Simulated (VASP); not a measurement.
**Br: single point with r2SCAN**

Br:

```
Br
1.0
     4.63815    0.00000    0.00000
     0.00000    4.63815    0.00000
     0.00000    0.00000    4.63815
Br
3
Direct
  0.50000 0.00000 0.00000
  0.00000 0.50000 0.00000
  0.00000 0.00000 0.50000
```

```json
{
 "Program": "VASP 6.6.1",
 "Task": "single point",
 "Functional": "r2SCAN",
 "Potentials or basis": "VASP PAW PBE potentials, release 64 (Br)",
 "Cutoff": "520 eV",
 "k mesh": "5 × 5 × 5",
 "Occupations": "gaussian, width 0.15 eV",
 "Spin": "no spin polarisation"
}
```

- Pressure: -1.5 GPa

Levels at points of the mesh, in eV from the Fermi level:
| k point | band 7 | band 8 | band 9 | band 10 | band 11 | band 12 | band 13 | band 14 |
| --- | --- | --- | --- | --- | --- | --- | --- | --- |
| (0.00, 0.00, 0.00) | -0.93 | -0.93 | -0.93 | 0.33 | 0.33 | 0.33 | 5.65 | 8.00 |

Wall time 46 s on 1 thread of Intel(R) Xeon(R) Platinum 8488C (Sapphire Rapids), with other jobs on the host, peak memory 0.21 GiB.

Caveat: the PAW data sets were made with another functional, which shifts forces and pressure a little; an odd number of electrons without spin polarisation forces a metal; a magnetic or distorted state may lie lower.
